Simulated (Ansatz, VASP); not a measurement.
Given: the input of a run of VASP 6.6.1 on Sb.

The input POSCAR:

```
Sb
1.0
    3.3767485125      0.0000000000      0.0000000000
   -1.6883742563      2.9243499940      0.0000000000
    0.0000000000      0.0000000000      5.5063879352
Sb
2
Direct
    0.6666666667      0.3333333333      0.7500000000
    0.3333333333      0.6666666667      0.2500000000
```

Contents of INCAR.step1:

```
PREC     = Accurate       # precision mode
ENCUT    = 520            # plane-wave cutoff, eV
EDIFF    = 1E-5           # SCF threshold, eV
ISMEAR   = -1             # smearing method
SIGMA    = 0.05           # smearing width, eV
LREAL    = F              # projectors in reciprocal space
LASPH    = T              # aspherical terms in the spheres
NELM     = 100            # most SCF steps
ALGO     = Normal         # electronic algorithm
ISIF     = 2              # what is computed and relaxed
LWAVE    = T              # write WAVECAR
LCHARG   = F              # write CHGCAR
GGA      = PE             # functional
NBANDS   = 12             # bands
```

INCAR.step2

```
PREC     = Accurate       # precision mode
ENCUT    = 520            # plane-wave cutoff, eV
EDIFF    = 1E-6           # SCF threshold, eV
ISMEAR   = -1             # smearing method
SIGMA    = 0.05           # smearing width, eV
LREAL    = F              # projectors in reciprocal space
LASPH    = T              # aspherical terms in the spheres
NELM     = 100            # most SCF steps
ALGO     = Normal         # electronic algorithm
ISIF     = 2              # what is computed and relaxed
LWAVE    = F              # write WAVECAR
LCHARG   = F              # write CHGCAR
GGA      = PE             # functional
LHFCALC  = T              # exact exchange
AEXX     = 0.25           # exact-exchange fraction
PRECFOCK = Normal       
ISTART   = 1            
NBANDS   = 12             # bands
```

KPOINTS

```
Automatic mesh
0
Gamma
  4 4 4
```

Potentials or basis: VASP PAW PBE potentials, release 64 (Sb).

Command:

```bash
$ cat potpaw_PBE.64/Sb/POTCAR > POTCAR
$ cp INCAR.step1 INCAR
$ mpirun -np 1 vasp_std > vasp.out
$ cp INCAR.step2 INCAR
$ mpirun -np 1 vasp_std > vasp.out
```

Set up the same calculation for Ansatz 0.2.0. Potentials there: Ansatz PAW.

As run (the cutoff follows the program's own potentials):

File input.yaml:

```yaml
crystal:
  lattice:
    - [3.3767485125, 0.0, 0.0]
    - [-1.6883742563, 2.924349994, 0.0]
    - [0.0, 0.0, 5.5063879352]
  atoms:
    - { symbol: Sb, position: [0.6666666667, 0.3333333333, 0.75] }
    - { symbol: Sb, position: [0.3333333333, 0.6666666667, 0.25] }
hamiltonian:
  xc: pbe0
  pseudopotentials: { kind: paw }
kpoints:
  mp_grid: { grid: [4, 4, 4] }
scf:
  occupations: { method: fermi_dirac, width: 0.05 }
output:
  forces: true
  stress: true
  eigenvalues: true
```

Potentials or basis: Ansatz PAW.

Launch:

```console
$ ansatz run input.yaml --threads 2 --pin off --max-ram 5632MiB --backend cpu --events-out ev --progress --plain --runs-dir out
```

Both were run:

|  | VASP | Ansatz | Ansatz less VASP |
| --- | --- | --- | --- |
| gap on the k mesh at the Fermi level (eV) | none | none | - |
| pressure (GPa) | -4.4 | -3.2 | +1.18 |
| traceless stress, the component that is largest in VASP (GPa) | 1.17 | 1.46 | +0.293 |

A gap of «none» marks a metal or a gap that the smearing closes. VASP's potentials hold 10 valence electrons a cell and Ansatz's 30, so a difference there can come from the potentials and not from the codes.

The k mesh is coarse, so the values compare programs but aren't converged. Spin-orbit coupling is off throughout.
